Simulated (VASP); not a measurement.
# Ti (P6/mmm) in VASP: a series of runs

The runs below take Ti through single point, with PBE.

Program: VASP 6.6.1. These are calculated values, not measurements. Logs are shortened: lines on timing, memory, paths and dates and some standing lists are left out, and cuts for length are marked.

## 1. The cell of the first run

Symmetry: P6/mmm, No. 191, hexagonal system. The conventional cell has a = 4.472 Å, b = 4.472 Å, c = 2.719 Å, α = 90.00°, β = 90.00°, γ = 120.00°. Within 3.6 Å of Ti (site symmetry 6/mmm) lie 14 Ti at 2.72 to 2.92 Å. Ti (site symmetry -6m2) has 11 Ti at 2.58 to 2.92 Å within 3.4 Å.

This isn't the form of Ti at room conditions, which is hcp.

## 2. Single point, PBE

File INCAR:

```
SYSTEM = Ti
PREC = Accurate
ENCUT = 520
EDIFF = 1E-6
ISMEAR = 0
SIGMA = 0.15
LREAL = .False.
LASPH = .True.
NELM = 100
ALGO = Fast
ISIF = 2
LWAVE = .False.
LCHARG = .False.
GGA = PE
NBANDS = 25
```

File KPOINTS:

```
regular mesh
0
Gamma
  12 12 14
  0 0 0
```

File POSCAR:

```
Ti
1.0
    4.4723000000      0.0000000000      0.0000000000
   -2.2361500000      3.8731254133      0.0000000000
    0.0000000000      0.0000000000      2.7185000000
Ti
3
Direct
    0.0000000000      0.0000000000      0.0000000000
    0.3333333333      0.6666666667      0.5000000000
    0.6666666667      0.3333333333      0.5000000000
```

Potentials or basis: VASP PAW PBE potentials, release 64 (Ti_sv).

On the command line:

```
> cat potpaw_PBE.64/Ti_sv/POTCAR > POTCAR
> mpirun -np 1 vasp_std > vasp.out
```

OUTCAR:

```text
SYSTEM = Ti
   PREC = Accurate
   ENCUT = 520
   EDIFF = 1E-6
   ISMEAR = 0
   LREAL = .False.
   LASPH = .True.
   NELM = 100
   ISIF = 2
   GGA = PE

 ion  position               nearest neighbor table
   1  0.000  0.000  0.000-   2 2.92   3 2.92   2 2.92   3 2.92   2 2.92   2 2.92   3 2.92   3 2.92
                             3 2.92   3 2.92   2 2.92   2 2.92
   2  0.333  0.667  0.500-   3 2.58   3 2.58   3 2.58   1 2.92   1 2.92   1 2.92   1 2.92   1 2.92
                             1 2.92
   3  0.667  0.333  0.500-   2 2.58   2 2.58   2 2.58   1 2.92   1 2.92   1 2.92   1 2.92   1 2.92
                             1 2.92

  LATTYP: Found a hexagonal cell.
 ALAT       =     4.4723000000
 C/A-ratio  =     0.6078527827

  Lattice vectors:

 A1 = (   4.4723000000,   0.0000000000,   0.0000000000)
 A2 = (  -2.2361500000,   3.8731254133,   0.0000000000)
 A3 = (   0.0000000000,   0.0000000000,   2.7185000000)

Analysis of symmetry for initial positions (statically):
=====================================================================
 Subroutine PRICEL returns:
 Original cell was already a primitive cell.

 Routine SETGRP: Setting up the symmetry group for a
 hexagonal supercell.

 Subroutine GETGRP returns: Found 24 space group operations
 (whereof 24 operations were pure point group operations)
 out of a pool of 24 trial point group operations.

The static configuration has the point symmetry D_6h.

Analysis of symmetry for dynamics (positions and initial velocities):
=====================================================================
 Subroutine PRICEL returns:
 Original cell was already a primitive cell.

 Routine SETGRP: Setting up the symmetry group for a
 hexagonal supercell.

 Subroutine GETGRP returns: Found 24 space group operations
 (whereof 24 operations were pure point group operations)
 out of a pool of 24 trial point group operations.

The dynamic configuration has the point symmetry D_6h.

 Subroutine INISYM returns: Found 24 space group operations
 (whereof 24 operations are pure point group operations),
 and found     1 'primitive' translations

----------------------------------------------------------------------------------------

                                     Primitive cell

  volume of cell :      47.0893

  direct lattice vectors                    reciprocal lattice vectors
     4.472300000  0.000000000  0.000000000     0.223598596  0.129094709  0.000000000
    -2.236150000  3.873125413  0.000000000     0.000000000  0.258189419  0.000000000
     0.000000000  0.000000000  2.718500000     0.000000000  0.000000000  0.367849917

  length of vectors
     4.472300000  4.472300000  2.718500000     0.258189419  0.258189419  0.367849917

  position of ions in fractional coordinates (direct lattice)
     0.000000000  0.000000000  0.000000000
     0.333333333  0.666666667  0.500000000
     0.666666667  0.333333333  0.500000000

  ion indices of the primitive-cell ions
   primitive index   ion index
                 1           1
                 2           2
                 3           3

----------------------------------------------------------------------------------------

 KPOINTS: regular mesh

Automatic generation of k-mesh.
 Grid dimensions read from file:
 generate k-points for:   12   12   14

 Generating k-lattice:

  Cartesian coordinates                     Fractional coordinates (reciprocal lattice)
     0.018633216  0.010757892  0.000000000     0.083333333  0.000000000  0.000000000
     0.000000000  0.021515785  0.000000000     0.000000000  0.083333333  0.000000000
     0.000000000  0.000000000  0.026274994     0.000000000  0.000000000  0.071428571

  Length of vectors
     0.021515785  0.021515785  0.026274994

  Shift w.r.t. Gamma in fractional coordinates (k-lattice)
     0.000000000  0.000000000  0.000000000

 Subroutine IBZKPT returns following result:
 ===========================================

 Found    152 irreducible k-points:

 Following reciprocal coordinates:
            Coordinates               Weight
  0.000000  0.000000  0.000000      1.000000
  0.083333  0.000000  0.000000      6.000000
  0.166667  0.000000  0.000000      6.000000
  0.250000  0.000000  0.000000      6.000000
  0.333333  0.000000  0.000000      6.000000
  0.416667  0.000000  0.000000      6.000000
[... 16 lines left out ...]
  0.250000  0.000000  0.071429     12.000000
  0.333333  0.000000  0.071429     12.000000
 [... further k-points ...]
   k-points           NKPTS =    152   k-points in BZ     NKDIM =    152   number of bands    NBANDS=     25
   number of dos      NEDOS =    301   number of ions     NIONS =      3
   total plane-waves  NPLWV =  25920
   dimension x,y,z NGX =    36 NGY =   36 NGZ =   20
   dimension x,y,z NGXF=    72 NGYF=   72 NGZF=   40
   ions per type =               3
   NGX,Y,Z   is equivalent  to a cutoff of  13.38, 13.38, 12.23 a.u.
   NGXF,Y,Z  is equivalent  to a cutoff of  26.76, 26.76, 24.46 a.u.
 SYSTEM =  Ti
   PREC   = accura    normal or accurate (medium, high low for compatibility)
   ISTART =      0    job   : 0-new  1-cont  2-samecut
   ICHARG =      2    charge: 1-file 2-atom 10-const
   ISPIN  =      1    spin polarized calculation?
   LNONCOLLINEAR =      F non collinear calculations
   LSORBIT =      F    spin-orbit coupling
   LASPH  =      T    aspherical Exc in radial PAW
   ENCUT  =  520.0 eV  38.22 Ry    6.18 a.u.   8.32  8.32  5.05*2*pi/ulx,y,z
   NELM   =    100;   NELMIN=  2; NELMDL= -5     # of ELM steps
   EDIFF  = 0.1E-05   stopping-criterion for ELM
   LREAL  =      F    real-space projection
   EDIFFG = 0.1E-04   stopping-criterion for IOM
   NSW    =      0    number of steps for IOM
   IBRION =     -1    ionic relax: 0-MD 1-quasi-New 2-CG
   NFREE  =      0    steps in history (QN), initial steepest desc. (CG)
   ISIF   =      2    stress and relaxation
   ISYM   =      2    0-nonsym 1-usesym 2-fastsym
   POTIM  = 0.5000    time-step for ionic-motion
   TEBEG  =    0.0;   TEEND  =   0.0 temperature during run
   PSTRESS=    0.0 pullay stress
   NELECT =      36.0000    total number of electrons
   NUPDOWN=      -1.0000    fix difference up-down
   EMIN   =  10.00;   EMAX   =-10.00  energy-range for DOS
   EFERMI =   0.00;   METHOD = LEGACY
   ISMEAR =     0;   SIGMA  =   0.15  broadening in eV -4-tet -1-fermi 0-gaus
   EFERMI_NEDOS =   21; number of points for ismear=-14 and -15
   IALGO  =     68    algorithm
   IMIX   =      4    mixing-type and parameters
     AMIX     =   0.40;   BMIX     =  1.00
     AMIX_MAG =   1.60;   BMIX_MAG =  1.00
  volume/ion in A,a.u.               =      15.70       105.92
  Fermi-wavevector in a.u.,A,eV,Ry     =   1.496931  2.828789 30.487959  2.240802
  Thomas-Fermi vector in A             =   2.608884
   LORBIT       =      0    0 simple, 1 ext, 2 COOP (PROOUT), +10 PAW based schemes
   GGA     = PE    functional components
   LHFCALC =     F    Hartree Fock is set to
   AEXX    =    0.0000 exact exchange contribution
   IVDW    =     0    specifies the selected vdW correction
   LEPSILON=     F    determine dielectric tensor
   LRPA    =     F    only Hartree local field effects (RPA)
 non-spin polarized calculation
 RMM-DIIS sequential band-by-band and
 Gauss-broadening in eV      SIGMA  =   0.15
  energy-cutoff  :      520.00
  volume of cell :       47.09
 maximum number of plane-waves:      1290
 NGX is ok and might be reduce to    36
   NGX = 17   NGY = 17   NGZ = 11

 number of electron      36.0000014 magnetization

 Free energy of the ion-electron system (eV)
  ---------------------------------------------------
  ext. energy  EPLUGINS =         0.00000000
  ---------------------------------------------------
  free energy    TOTEN  =       -23.38817121 eV

  energy without entropy =      -23.35688366  energy(sigma->0) =      -23.37252743

 E-fermi :   9.3037     XC(G=0): -11.9841

 val. band max:        9.2761839233   @ k =   0.3333   0.1667   0.0714
 cond. band min:       9.3040744989   @ k =   0.3333   0.3333   0.2143
 fundamental gap:      0.0278905756
 Fermi energy:         9.3036504408

 k-point     1 :       0.0000    0.0000    0.0000
  band No.  band energies     occupation
      1     -47.3829      2.00000
      2     -47.1376      2.00000
      3     -46.9406      2.00000
      4     -23.7248      2.00000
      5     -23.7248      2.00000
      6     -23.6776      2.00000
[... 17 lines left out ...]
     24      11.5122      0.00000
     25      11.5159      0.00000

 k-point     2 :       0.0833    0.0000    0.0000
  band No.  band energies     occupation
      1     -47.3808      2.00000
      2     -47.1364      2.00000
      3     -46.9441      2.00000
      4     -23.7784      2.00000
      5     -23.7700      2.00000
      6     -23.6225      2.00000
[... 17 lines left out ...]
     24      11.2449      0.00000
     25      11.7410      0.00000

 k-point     3 :       0.1667    0.0000    0.0000
  band No.  band energies     occupation
      1     -47.3751      2.00000
      2     -47.1323      2.00000
      3     -46.9544      2.00000
      4     -23.8440      2.00000
      5     -23.8051      2.00000
      6     -23.5526      2.00000
[... 17 lines left out ...]
     24      11.1139      0.00000
     25      12.0122      0.00000

 k-point     4 :       0.2500    0.0000    0.0000
  band No.  band energies     occupation
      1     -47.3674      2.00000
      2     -47.1247      2.00000
      3     -46.9703      2.00000
      4     -23.9006      2.00000
      5     -23.8077      2.00000
      6     -23.4898      2.00000
[... 17 lines left out ...]
     24      11.2437      0.00000
     25      12.2732      0.00000

 k-point     5 :       0.3333    0.0000    0.0000
  band No.  band energies     occupation
      1     -47.3600      2.00000
      2     -47.1136      2.00000
      3     -46.9894      2.00000
      4     -23.9438      2.00000
      5     -23.7769      2.00000
      6     -23.4408      2.00000
[... 17 lines left out ...]
     24      11.5953      0.00000
     25      12.3423      0.00000

 k-point     6 :       0.4167    0.0000    0.0000
  band No.  band energies     occupation
      1     -47.3547      2.00000
      2     -47.1014      2.00000
      3     -47.0075      2.00000
      4     -23.9708      2.00000
      5     -23.7217      2.00000
      6     -23.4841      2.00000
[... 17 lines left out ...]
     24      11.9548      0.00000
     25      11.9903      0.00000
[... 393 lines left out ...]
 k-point    21 :       0.0833    0.0000    0.0714
  band No.  band energies     occupation
      1     -47.3753      2.00000
      2     -47.1333      2.00000
      3     -46.9400      2.00000
      4     -23.7706      2.00000
      5     -23.7625      2.00000
      6     -23.6186      2.00000
[... 17 lines left out ...]
     24      11.2306      0.00000
     25      11.8002      0.00000

 k-point    22 :       0.1667    0.0000    0.0714
  band No.  band energies     occupation
      1     -47.3698      2.00000
      2     -47.1289      2.00000
      3     -46.9503      2.00000
      4     -23.8351      2.00000
      5     -23.7975      2.00000
      6     -23.5504      2.00000
[... 17 lines left out ...]
     24      11.0944      0.00000
     25      12.0958      0.00000

 k-point    23 :       0.2500    0.0000    0.0714
  band No.  band energies     occupation
      1     -47.3625      2.00000
      2     -47.1211      2.00000
      3     -46.9661      2.00000
      4     -23.8908      2.00000
      5     -23.8007      2.00000
      6     -23.4894      2.00000
[... 17 lines left out ...]
     24      11.2287      0.00000
     25      12.4024      0.00000

 k-point    24 :       0.3333    0.0000    0.0714
  band No.  band energies     occupation
      1     -47.3553      2.00000
      2     -47.1097      2.00000
      3     -46.9853      2.00000
      4     -23.9332      2.00000
      5     -23.7715      2.00000
      6     -23.4451      2.00000
[... 17 lines left out ...]
     24      11.5766      0.00000
     25      12.3270      0.00000

 [... further k-points ...]
[... 5 lines left out ...]
  --------------------------------------------------------------------------------------
  -------------------------------------------------------------------------------------
  Total        2.8540735      2.8540735      4.1902960      0.0000000      0.0000000      0.0000000
  in kB       97.1077551     97.1077551    142.5717444      0.0000000      0.0000000      0.0000000
  external PRESSURE =     112.2624182 kB  Pullay stress =       0.0000000 kB

 VOLUME and BASIS-vectors are now :
 -----------------------------------------------------------------------------
  energy-cutoff  :      520.00
  volume of cell :       47.09
      direct lattice vectors                 reciprocal lattice vectors
     4.472300000  0.000000000  0.000000000     0.223598596  0.129094709  0.000000000
    -2.236150000  3.873125413  0.000000000     0.000000000  0.258189419  0.000000000
     0.000000000  0.000000000  2.718500000     0.000000000  0.000000000  0.367849917

 POSITION                                       TOTAL-FORCE (eV/Angst)
 -----------------------------------------------------------------------------------
      0.00000      0.00000      0.00000        -0.000000      0.000000      0.000000
     -0.00000      2.58208      1.35925         0.000000      0.000000     -0.000000
      2.23615      1.29104      1.35925        -0.000000     -0.000000      0.000000
 -----------------------------------------------------------------------------------
    total drift:                                0.000000      0.000000     -0.000000

  FREE ENERGIE OF THE ION-ELECTRON SYSTEM (eV)
  ---------------------------------------------------
  free  energy   TOTEN  =       -23.3881712110 eV

  energy  without entropy=      -23.3568836568  energy(sigma->0) =      -23.37252743
```

Run time: 9.9 min. Hardware: 1 thread of Intel Xeon 8259CL, shared host; peak memory 0.26 GiB.

What came out:

```
Free energy            : -23.3882 eV
Pressure               : 11.2 GPa
Band gap on the k mesh : zero (bands 18 and 19 overlap by 0.28 eV)
```

Stress tensor (GPa, compression positive):
```
 9.71  0.00  0.00
 0.00  9.71  0.00
 0.00  0.00 14.26
```

Caveat: the cell stands under pressure.

(Part 1 of 2 ends here.)

The gap in the log of VASP goes by the Fermi energy; the results here count the filled bands.